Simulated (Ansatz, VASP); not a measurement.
## Two plane-wave programs on Al2O3

```xyz
5
Lattice="2.8415 0.0000 0.0000 -1.4207 2.4608 0.0000 0.0000 0.0000 7.2308" Properties=species:S:1:pos:R:3 pbc="T T T"
Al    0.0000    0.0000    1.3792
Al    0.0000    0.0000    5.8516
O     0.0000    1.6405    1.9056
O     1.4207    0.8203    0.0000
O     0.0000    1.6405    5.3252
```

Alike in both runs: task single point; functional PBE; dispersion D3(BJ); k mesh 9 × 9 × 4; occupations gaussian, width 0.05 eV; no spin polarisation.

```csv
,VASP,Ansatz
version,VASP 6.6.1,Ansatz 0.2.0
potentials or method,"VASP PAW PBE potentials, release 64 (Al, O), cutoff 520 eV","scalar-relativistic, plane waves, PAW"
valence electrons in the cell,24,24
```

|  | VASP | Ansatz | Ansatz less VASP |
| --- | --- | --- | --- |
| gap on the k mesh at the Fermi level (eV) | 5.08 | 5.08 | -0.006 |
| least direct gap on the mesh (eV) | 5.33 | 5.32 | -0.006 |
| pressure (GPa) | 18.4 | 18.3 | -0.14 |
| traceless stress, the component that is largest in VASP (GPa) | -4.36 | -4.09 | +0.269 |
| rms of the force components (eV/Å) | 1.445 | 1.458 | +0.0136 |

Atom by atom the forces differ by 0.015 eV/Å (rms over components).
